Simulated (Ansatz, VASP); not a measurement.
## Ti2H in VASP and in Ansatz

The input POSCAR:

```
Ti2H
1.0
    4.2291993700      0.0000000000      0.0000000000
    0.0000000000      4.2291993700      0.0000000000
    0.0000000000      0.0000000000      4.2291993700
Ti H
4 2
Direct
    0.2500000000      0.7500000000      0.2500000000
    0.7500000000      0.2500000000      0.2500000000
    0.2500000000      0.2500000000      0.7500000000
    0.7500000000      0.7500000000      0.7500000000
    0.0000000000      0.0000000000      0.0000000000
    0.5000000000      0.5000000000      0.5000000000
```

File INCAR.step1:

```
PREC     = Accurate       # precision mode
ENCUT    = 520            # plane-wave cutoff, eV
ISMEAR   = 0              # smearing method
SIGMA    = 0.1            # smearing width, eV
LREAL    = False          # projectors in reciprocal space
LASPH    = True           # aspherical terms in the spheres
NELM     = 100            # most SCF steps
NBANDS   = 34             # bands
GGA      = PE             # functional
ALGO     = Normal         # electronic algorithm
EDIFF    = 1E-4           # SCF threshold, eV
LWAVE    = True           # write WAVECAR
LCHARG   = False          # write CHGCAR
```

INCAR.step2

```
PREC     = Accurate       # precision mode
ENCUT    = 520            # plane-wave cutoff, eV
EDIFF    = 1E-6           # SCF threshold, eV
ISMEAR   = 0              # smearing method
SIGMA    = 0.1            # smearing width, eV
LREAL    = False          # projectors in reciprocal space
LASPH    = True           # aspherical terms in the spheres
NELM     = 100            # most SCF steps
ALGO     = Normal         # electronic algorithm
ISIF     = 2              # what is computed and relaxed
LWAVE    = False          # write WAVECAR
LCHARG   = True           # write CHGCAR
METAGGA  = R2SCAN         # meta-GGA
LMIXTAU  = True         
LELF     = True           # ELF
LVHAR    = True         
NBANDS   = 34             # bands
ISTART   = 1
```

The input KPOINTS:

```
regular mesh
0
Gamma
  4 4 4
```

Input for Ansatz:

```yaml
crystal:
  lattice:
    - [4.22919937, 0.0, 0.0]
    - [0.0, 4.22919937, 0.0]
    - [0.0, 0.0, 4.22919937]
  atoms:
    - { symbol: Ti, position: [0.25, 0.75, 0.25] }
    - { symbol: Ti, position: [0.75, 0.25, 0.25] }
    - { symbol: Ti, position: [0.25, 0.25, 0.75] }
    - { symbol: Ti, position: [0.75, 0.75, 0.75] }
    - { symbol: H, position: [0.0, 0.0, 0.0] }
    - { symbol: H, position: [0.5, 0.5, 0.5] }
basis:
  ecutwfc: 500
kpoints:
  mp_grid: { grid: [4, 4, 4] }
hamiltonian:
  xc: r2scan
scf:
  occupations: { method: gaussian, width: 0.1 }
output:
  forces: true
  stress: true
  eigenvalues: true
```

Alike in both runs: task single point; functional r2SCAN; k mesh 4 × 4 × 4; occupations gaussian, width 0.1 eV; no spin polarisation.

```csv
,VASP,Ansatz
version,VASP 6.6.1,Ansatz 0.2.0
potentials or method,"VASP PAW PBE potentials, release 64 (Ti_sv, H), cutoff 520 eV","scalar-relativistic, plane waves, PAW"
valence electrons in the cell,50,50
```

```tsv
	VASP	Ansatz	Ansatz less VASP
gap on the k mesh at the Fermi level (eV)	none	none	-
pressure (GPa)	-0.2	-0.6	-0.41
```

VASP's potentials were made for PBE, not for r2SCAN. A gap of «none» marks a metal or a gap that the smearing closes. The functional is the same, so the differences come from potentials, cutoffs and numerics.

The k mesh is coarse, so the values compare programs but aren't converged.
